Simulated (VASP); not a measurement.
# Al2O3 (R-3c) in VASP: further runs

Aim: see how the results for Al2O3 move with the level of theory and the settings. Levels: PBE, r2SCAN. Tasks: single point.

All numbers are computed with VASP 6.6.1; they aren't measurements. Logs are shortened: lines on timing, memory, paths and dates and some standing lists are left out, and cuts for length are marked.

**Measured values to compare with.**

“Multi-petahertz electron interference in Cr:Al2O3 solid-state material”, 2018, pmc:5906618 quotes, for a bulk crystal of Al2O3: band gap 8.7 eV (optical).

How close the calculation comes is told below.

## (1) The cell of the first run

The structure is trigonal, space group R-3c (No. 167). Conventional cell: a = 4.809 Å, b = 4.809 Å, c = 13.123 Å, α = 90.00°, β = 90.00°, γ = 120.00°. Within 2.5 Å of Al (site symmetry 3) lie 6 O at 1.87 to 1.99 Å. Within 2.9 Å of O (site symmetry 2) lie 4 Al at 1.87 to 1.99 Å and 12 O at 2.55 to 2.90 Å.

## (2) Single point, PBE

File INCAR:

```
SYSTEM = Al2O3
PREC     = Accurate       ! precision mode
ENCUT    = 520            ! plane-wave cutoff, eV
EDIFF    = 1E-6           ! SCF threshold, eV
ISMEAR   = 0              ! smearing method
SIGMA    = 0.01           ! smearing width, eV
LREAL    = .False.        ! projectors in reciprocal space
LASPH    = .True.         ! aspherical terms in the spheres
NELM     = 80             ! most SCF steps
ALGO     = Normal         ! electronic algorithm
ISIF     = 2              ! what is computed and relaxed
LWAVE    = .False.        ! write WAVECAR
LCHARG   = .True.         ! write CHGCAR
GGA      = PE             ! functional
LELF     = .True.         ! ELF
LVHAR    = .True.       
NBANDS   = 35             ! bands
```

File KPOINTS:

```
regular mesh
0
Gamma
  6 6 6
  0 0 0
```

File POSCAR:

```
Al2O3
1.0
    2.4043547039      1.3881548355      4.3744984110
   -2.4043547039      1.3881548355      4.3744984110
    0.0000000000     -2.7763096710      4.3744984110
Al O
4 6
Direct
    0.3521453521      0.3521453521      0.3521453521
    0.1478546479      0.1478546479      0.1478546479
    0.6478546479      0.6478546479      0.6478546479
    0.8521453521      0.8521453521      0.8521453521
    0.5561715153      0.9438284847      0.2500000000
    0.2500000000      0.5561715153      0.9438284847
    0.9438284847      0.2500000000      0.5561715153
    0.4438284847      0.0561715153      0.7500000000
    0.7500000000      0.4438284847      0.0561715153
    0.0561715153      0.7500000000      0.4438284847
```

Potentials or basis: VASP PAW PBE potentials, release 64 (Al, O).

On the command line:

```console
> cat potpaw_PBE.64/Al/POTCAR potpaw_PBE.64/O/POTCAR > POTCAR
> mpirun -np 1 vasp_std > vasp.out
```

OUTCAR:

```text
SYSTEM = Al2O3
   PREC = Accurate
   ENCUT = 520
   EDIFF = 1E-6
   ISMEAR = 0
   LREAL = .False.
   LASPH = .True.
   NELM = 80
   ISIF = 2
   GGA = PE

 ion  position               nearest neighbor table
   1  0.352  0.352  0.352-   9 1.87   8 1.87  10 1.87   7 1.99   6 1.99   5 1.99   2 2.68   3 2.82
                             3 2.82   3 2.82   2 3.25   2 3.25   2 3.25
   2  0.148  0.148  0.148-  10 1.87   8 1.87   9 1.87   7 1.99   6 1.99   5 1.99   1 2.68   4 2.82
                             4 2.82   4 2.82   1 3.25   1 3.25   1 3.25
   3  0.648  0.648  0.648-   6 1.87   5 1.87   7 1.87   9 1.99  10 1.99   8 1.99   4 2.68   1 2.82
                             1 2.82   1 2.82   4 3.25   4 3.25   4 3.25
   4  0.852  0.852  0.852-   7 1.87   5 1.87   6 1.87   9 1.99  10 1.99   8 1.99   3 2.68   2 2.82
                             2 2.82   2 2.82   3 3.25   3 3.25   3 3.25
   5  0.556  0.944  0.250-   3 1.87   4 1.87   1 1.99   2 1.99
   6  0.250  0.556  0.944-   3 1.87   4 1.87   1 1.99   2 1.99
   7  0.944  0.250  0.556-   4 1.87   3 1.87   1 1.99   2 1.99
   8  0.444  0.056  0.750-   1 1.87   2 1.87   3 1.99   4 1.99
   9  0.750  0.444  0.056-   1 1.87   2 1.87   3 1.99   4 1.99
  10  0.056  0.750  0.444-   2 1.87   1 1.87   3 1.99   4 1.99

  LATTYP: Found a trigonal (rhomboedric) cell.
 ALAT       =     5.1811322833
 COS(alpha) =     0.5692971858

  Lattice vectors:

 A1 = (   2.4043547039,   1.3881548355,   4.3744984110)
 A2 = (  -2.4043547039,   1.3881548355,   4.3744984110)
 A3 = (   0.0000000000,  -2.7763096710,   4.3744984110)

Analysis of symmetry for initial positions (statically):
=====================================================================
 Subroutine PRICEL returns:
 Original cell was already a primitive cell.

 Routine SETGRP: Setting up the symmetry group for a
 trigonal (rhombohedral) supercell.

 Subroutine GETGRP returns: Found 12 space group operations
 (whereof  6 operations were pure point group operations)
 out of a pool of 12 trial point group operations.

The static configuration has the point symmetry S_6 .
 The point group associated with its full space group is D_3d.

Analysis of symmetry for dynamics (positions and initial velocities):
=====================================================================
 Subroutine PRICEL returns:
 Original cell was already a primitive cell.

 Routine SETGRP: Setting up the symmetry group for a
 trigonal (rhombohedral) supercell.

 Subroutine GETGRP returns: Found 12 space group operations
 (whereof  6 operations were pure point group operations)
 out of a pool of 12 trial point group operations.

The dynamic configuration has the point symmetry S_6 .
 The point group associated with its full space group is D_3d.

 Subroutine INISYM returns: Found 12 space group operations
 (whereof  6 operations are pure point group operations),
 and found     1 'primitive' translations

----------------------------------------------------------------------------------------

                                     Primitive cell

  volume of cell :      87.6024

  direct lattice vectors                    reciprocal lattice vectors
     2.404354704  1.388154835  4.374498411     0.207956005  0.120063456  0.076199212
    -2.404354704  1.388154835  4.374498411    -0.207956005  0.120063456  0.076199212
     0.000000000 -2.776309671  4.374498411     0.000000000 -0.240126912  0.076199212

  length of vectors
     5.181132283  5.181132283  5.181132283     0.251927080  0.251927080  0.251927080

  position of ions in fractional coordinates (direct lattice)
     0.352145352  0.352145352  0.352145352
     0.147854648  0.147854648  0.147854648
     0.647854648  0.647854648  0.647854648
     0.852145352  0.852145352  0.852145352
     0.556171515  0.943828485  0.250000000
     0.250000000  0.556171515  0.943828485
     0.943828485  0.250000000  0.556171515
     0.443828485  0.056171515  0.750000000
     0.750000000  0.443828485  0.056171515
     0.056171515  0.750000000  0.443828485

  ion indices of the primitive-cell ions
   primitive index   ion index
                 1           1
                 2           2
                 3           3
                 4           4
                 5           5
                 6           6
                 7           7
                 8           8
                 9           9
                10          10

----------------------------------------------------------------------------------------

 KPOINTS: regular mesh

Automatic generation of k-mesh.
 Grid dimensions read from file:
 generate k-points for:    6    6    6

 Generating k-lattice:

  Cartesian coordinates                     Fractional coordinates (reciprocal lattice)
     0.034659334  0.020010576  0.012699869     0.166666667  0.000000000  0.000000000
    -0.034659334  0.020010576  0.012699869     0.000000000  0.166666667  0.000000000
     0.000000000 -0.040021152  0.012699869     0.000000000  0.000000000  0.166666667

  Length of vectors
     0.041987847  0.041987847  0.041987847

  Shift w.r.t. Gamma in fractional coordinates (k-lattice)
     0.000000000  0.000000000  0.000000000

 Subroutine IBZKPT returns following result:
 ===========================================

 Found     32 irreducible k-points:

 Following reciprocal coordinates:
            Coordinates               Weight
  0.000000  0.000000  0.000000      1.000000
  0.166667 -0.000000  0.000000      6.000000
  0.333333 -0.000000  0.000000      6.000000
  0.500000 -0.000000  0.000000      3.000000
  0.166667  0.166667  0.000000      6.000000
  0.333333  0.166667  0.000000     12.000000
[... 16 lines left out ...]
  0.500000  0.500000  0.166667      6.000000
 -0.333333  0.500000  0.166667     12.000000
 [... further k-points ...]
   k-points           NKPTS =     32   k-points in BZ     NKDIM =     32   number of bands    NBANDS=     35
   number of dos      NEDOS =    301   number of ions     NIONS =     10
   total plane-waves  NPLWV =  64000
   dimension x,y,z NGX =    40 NGY =   40 NGZ =   40
   dimension x,y,z NGXF=    80 NGYF=   80 NGZF=   80
   ions per type =               4   6
   NGX,Y,Z   is equivalent  to a cutoff of  12.83, 12.83, 12.83 a.u.
   NGXF,Y,Z  is equivalent  to a cutoff of  25.67, 25.67, 25.67 a.u.
 SYSTEM =  Al2O3
   PREC   = accura    normal or accurate (medium, high low for compatibility)
   ISTART =      0    job   : 0-new  1-cont  2-samecut
   ICHARG =      2    charge: 1-file 2-atom 10-const
   ISPIN  =      1    spin polarized calculation?
   LNONCOLLINEAR =      F non collinear calculations
   LSORBIT =      F    spin-orbit coupling
   LASPH  =      T    aspherical Exc in radial PAW
   ENCUT  =  520.0 eV  38.22 Ry    6.18 a.u.   9.63  9.63  9.63*2*pi/ulx,y,z
   NELM   =     80;   NELMIN=  2; NELMDL= -5     # of ELM steps
   EDIFF  = 0.1E-05   stopping-criterion for ELM
   LREAL  =      F    real-space projection
[... 7 lines left out ...]
   TEBEG  =    0.0;   TEEND  =   0.0 temperature during run
   PSTRESS=    0.0 pullay stress
   NELECT =      48.0000    total number of electrons
   NUPDOWN=      -1.0000    fix difference up-down
   EMIN   =  10.00;   EMAX   =-10.00  energy-range for DOS
   EFERMI =   0.00;   METHOD = LEGACY
   ISMEAR =     0;   SIGMA  =   0.01  broadening in eV -4-tet -1-fermi 0-gaus
   EFERMI_NEDOS =   21; number of points for ismear=-14 and -15
   IALGO  =     38    algorithm
   IMIX   =      4    mixing-type and parameters
     AMIX     =   0.40;   BMIX     =  1.00
     AMIX_MAG =   1.60;   BMIX_MAG =  1.00
  volume/ion in A,a.u.               =       8.76        59.12
  Fermi-wavevector in a.u.,A,eV,Ry     =   1.339625  2.531524 24.416951  1.794595
  Thomas-Fermi vector in A             =   2.468002
   LORBIT       =      0    0 simple, 1 ext, 2 COOP (PROOUT), +10 PAW based schemes
   GGA     = PE    functional components
   LHFCALC =     F    Hartree Fock is set to
   AEXX    =    0.0000 exact exchange contribution
   IVDW    =     0    specifies the selected vdW correction
   LEPSILON=     F    determine dielectric tensor
   LRPA    =     F    only Hartree local field effects (RPA)
 non-spin polarized calculation
 Gauss-broadening in eV      SIGMA  =   0.01
  energy-cutoff  :      520.00
  volume of cell :       87.60
 maximum number of plane-waves:      2371
 NGX is ok and might be reduce to    40
   NGX = 19   NGY = 19   NGZ = 19

 number of electron      48.0000008 magnetization

 Free energy of the ion-electron system (eV)
  ---------------------------------------------------
  ext. energy  EPLUGINS =         0.00000000
  ---------------------------------------------------
  free energy    TOTEN  =       -74.81221780 eV

  energy without entropy =      -74.81221780  energy(sigma->0) =      -74.81221780

 E-fermi :   5.9250     XC(G=0): -11.5381

 val. band max:        5.7998915205   @ k =   0.0000   0.0000   0.0000
 cond. band min:      11.6469803844   @ k =   0.0000   0.0000   0.0000
 fundamental gap:      5.8470888639
 Fermi energy:         5.9250279394

 k-point     1 :       0.0000    0.0000    0.0000
  band No.  band energies     occupation
      1     -13.2135      2.00000
      2     -10.9929      2.00000
      3     -10.7300      2.00000
      4     -10.7300      2.00000
      5     -10.4234      2.00000
      6     -10.4234      2.00000
[... 27 lines left out ...]
     34      18.9418      0.00000
     35      20.1410      0.00000

 k-point     2 :       0.1667   -0.0000    0.0000
  band No.  band energies     occupation
      1     -13.0759      2.00000
      2     -11.0627      2.00000
      3     -10.8054      2.00000
      4     -10.7556      2.00000
      5     -10.4887      2.00000
      6     -10.4337      2.00000
[... 27 lines left out ...]
     34      18.5139      0.00000
     35      19.9646      0.00000
[... 796 lines left out ...]
     34      18.9966      0.00000
     35      19.2486      0.00000

 k-point    24 :      -0.3333    0.5000    0.1667
  band No.  band energies     occupation
      1     -11.9657      2.00000
      2     -11.6093      2.00000
      3     -11.3683      2.00000
      4     -11.1598      2.00000
      5     -10.6027      2.00000
      6     -10.4053      2.00000
[... 27 lines left out ...]
     34      19.0022      0.00000
     35      19.1075      0.00000

 [... further k-points ...]

------------------------ aborting loop because EDIFF is reached ----------------------------------------

  FORCE on cell =-STRESS in cart. coord.  units (eV):
  Direction    XX          YY          ZZ          XY          YZ          ZX
  --------------------------------------------------------------------------------------
  -------------------------------------------------------------------------------------
  Total       -0.0701478     -0.0701478     -0.0877677      0.0000000     -0.0000000      0.0000000
  in kB       -1.2829476     -1.2829476     -1.6052011      0.0000000     -0.0000000      0.0000000
  external PRESSURE =      -1.3903654 kB  Pullay stress =       0.0000000 kB

 VOLUME and BASIS-vectors are now :
 -----------------------------------------------------------------------------
  energy-cutoff  :      520.00
  volume of cell :       87.60
      direct lattice vectors                 reciprocal lattice vectors
     2.404354704  1.388154835  4.374498411     0.207956005  0.120063456  0.076199212
    -2.404354704  1.388154835  4.374498411    -0.207956005  0.120063456  0.076199212
     0.000000000 -2.776309671  4.374498411     0.000000000 -0.240126912  0.076199212

 POSITION                                       TOTAL-FORCE (eV/Angst)
 -----------------------------------------------------------------------------------
      0.00000      0.00000      4.62138         0.000000      0.000000      0.004284
      0.00000      0.00000      1.94037         0.000000     -0.000000     -0.004284
      0.00000      0.00000      8.50212         0.000000     -0.000000     -0.004284
      0.00000      0.00000     11.18313         0.000000      0.000000      0.004284
     -0.93206      1.38815      7.65537        -0.000098      0.000000      0.000000
     -0.73614     -1.50127      7.65537         0.000049     -0.000085     -0.000000
      1.66821      0.11311      7.65537         0.000049      0.000085     -0.000000
      0.93206     -1.38815      5.46812         0.000098      0.000000     -0.000000
      0.73614      1.50127      5.46812        -0.000049      0.000085     -0.000000
     -1.66821     -0.11311      5.46812        -0.000049     -0.000085     -0.000000
 -----------------------------------------------------------------------------------
    total drift:                               -0.000000      0.000000      0.000000

  FREE ENERGIE OF THE ION-ELECTRON SYSTEM (eV)
  ---------------------------------------------------
  free  energy   TOTEN  =       -74.8122178034 eV

  energy  without entropy=      -74.8122178034  energy(sigma->0) =      -74.81221780
```

It took 45 s on 1 thread of Intel Xeon 6975P-C (Granite Rapids), shared host; peak memory 0.26 GiB.

Results:

| Quantity | Value |
| --- | --- |
| Free energy | -74.8122 eV |
| Pressure | -0.1 GPa |
| Largest force | 0.004 eV/Å |
| Band gap on the k mesh | 5.85 eV |

Forces on the atoms (eV/Å):
```
Al   0.000  0.000  0.004
Al   0.000  0.000 -0.004
Al   0.000  0.000 -0.004
Al   0.000  0.000  0.004
O    0.000  0.000  0.000
O    0.000  0.000  0.000
O    0.000  0.000  0.000
O    0.000  0.000  0.000
O    0.000  0.000  0.000
O    0.000  0.000  0.000
```

Levels at points of the mesh, in eV from the valence-band top:
```
           k point  band 21  band 22  band 23  band 24  band 25  band 26  band 27  band 28
(0.00, 0.00, 0.00)    -0.46    -0.03    -0.03     0.00     5.85     8.90    10.36    11.27
(0.50, 0.00, 0.00)    -0.86    -0.86    -0.25    -0.25     9.13     9.13     9.35     9.35
(0.50, 0.50, 0.00)    -0.97    -0.87    -0.70    -0.23     9.35     9.49     9.61    10.14
(0.50, 0.50, 0.50)    -0.35    -0.35    -0.35    -0.35     8.35     8.35    10.84    10.84
```

## (3) Single point, PBE (9.02 Å³/atom)

This run uses another cell than the first one, of 9.02 Å³/atom.

File INCAR:

```
SYSTEM = Al2O3
PREC = Accurate
ENCUT = 520
EDIFF = 1E-6
ISMEAR = 0
SIGMA = 0.01
LREAL = .False.
LASPH = .True.
NELM = 100
ALGO = Normal
ISIF = 2
LWAVE = .False.
LCHARG = .False.
GGA = PE
NBANDS = 35
```

File KPOINTS:

```
Automatic mesh
0
Gamma
  6 6 6
  0 0 0
```

Edit POSCAR of step 2 so:

```diff
@@ -2,5 +2,5 @@
 1.0
-    2.4043547039      1.3881548355      4.3744984110
-   -2.4043547039      1.3881548355      4.3744984110
-    0.0000000000     -2.7763096710      4.3744984110
+    2.4281617443      1.4018998367      4.4178130934
+   -2.4281617443      1.4018998367      4.4178130934
+    0.0000000000     -2.8037996734      4.4178130934
 Al O
```

Potentials or basis: VASP PAW PBE potentials, release 64 (Al, O).

On the command line:

```console
> cat potpaw_PBE.64/Al/POTCAR potpaw_PBE.64/O/POTCAR > POTCAR
> mpirun -np 1 vasp_std > vasp.out
```

Wall time 43 s (1 thread of Intel Xeon 6975P-C (Granite Rapids), shared host); peak memory 0.26 GiB.

Results (log left out):

```yaml
Free_energy: -74.7597 eV
Pressure: -6.6 GPa
Largest_force: 0.029 eV/Å
Band_gap_on_the_k_mesh: 5.49 eV
```

Forces on the atoms (eV/Å):
```
Al   0.000  0.000  0.017
Al   0.000  0.000 -0.017
Al   0.000  0.000 -0.017
Al   0.000  0.000  0.017
O   -0.029  0.000  0.000
O    0.014 -0.025  0.000
O    0.014  0.025  0.000
O    0.029  0.000  0.000
O   -0.014  0.025  0.000
O   -0.014 -0.025  0.000
```

Stress tensor (GPa, compression positive):
```
-6.73  0.00  0.00
 0.00 -6.73  0.00
 0.00  0.00 -6.28
```

Levels at points of the mesh, in eV from the valence-band top:
```
           k point  band 20  band 21  band 22  band 23  band 24  band 25  band 26  band 27  band 28  band 29
(0.00, 0.00, 0.00)    -0.43    -0.43    -0.03    -0.03     0.00     5.49     8.68     9.99    11.00    11.00
(0.50, 0.00, 0.00)    -1.25    -0.81    -0.81    -0.23    -0.23     8.78     8.78     9.07     9.07    11.41
(0.50, 0.50, 0.00)    -1.20    -0.92    -0.84    -0.66    -0.21     8.98     9.29     9.33     9.87    10.57
(0.50, 0.50, 0.50)    -1.85    -0.33    -0.33    -0.33    -0.33     8.03     8.03    10.59    10.59    11.70
```

Caveat: the cell stands under tension. PBE gaps usually lie below the measured ones, often by a third to a half.

[end of part 1 of 2]
